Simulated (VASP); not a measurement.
**Zr: single point with LDA**

The system is Zr.

```
CELL_PARAMETERS angstrom
2.28911 0.00000 0.00000
-1.14455 1.98242 0.00000
0.00000 0.00000 3.84200
ATOMIC_POSITIONS crystal
Zr 0.33333 0.66667 0.25000
Zr 0.66667 0.33333 0.75000
```

```json
{"Program": "VASP 6.6.1", "Task": "single point", "Functional": "LDA", "Potentials or basis": "VASP PAW LDA potentials, release 64 (Zr_sv)", "Cutoff": "520 eV", "k mesh": "14 × 14 × 8", "Occupations": "tetrahedron", "Spin": "no spin polarisation", "Dipole correction": "no", "Further INCAR settings": "ALGO = Normal; EDIFF = 1e-06; NBANDS = 19"}
```

| Quantity | Value |
| --- | --- |
| Pressure | 465.7 GPa |
| Band gap on the k mesh | zero (band 12 reaches 26.41 eV, above the bottom of band 13 at 23.64 eV) |

Stress tensor (GPa, compression positive):
```
465.81   0.00   0.00
  0.00 465.81   0.00
  0.00   0.00 465.34
```

Levels at points of the mesh, in eV from the Fermi level:
| k point | band 9 | band 10 | band 11 | band 12 | band 13 | band 14 | band 15 | band 16 |
| --- | --- | --- | --- | --- | --- | --- | --- | --- |
| (0.00, 0.00, 0.00) | -5.56 | -1.58 | -0.92 | -0.34 | -0.34 | 1.64 | 1.64 | 4.27 |
| (0.50, 0.00, 0.00) | -9.23 | -6.91 | -4.42 | -0.84 | 2.41 | 3.94 | 6.42 | 11.53 |
| (0.00, 0.00, 0.50) | -3.62 | -3.62 | -0.41 | -0.41 | -0.41 | -0.41 | 4.77 | 4.77 |
| (0.50, 0.00, 0.50) | -7.53 | -7.53 | -6.14 | -6.14 | 4.50 | 4.50 | 8.82 | 8.82 |

Run time: 18 s on 1 thread of Intel(R) Xeon(R) 6975P-C (Granite Rapids) (shared host), peak memory 0.14 GiB.
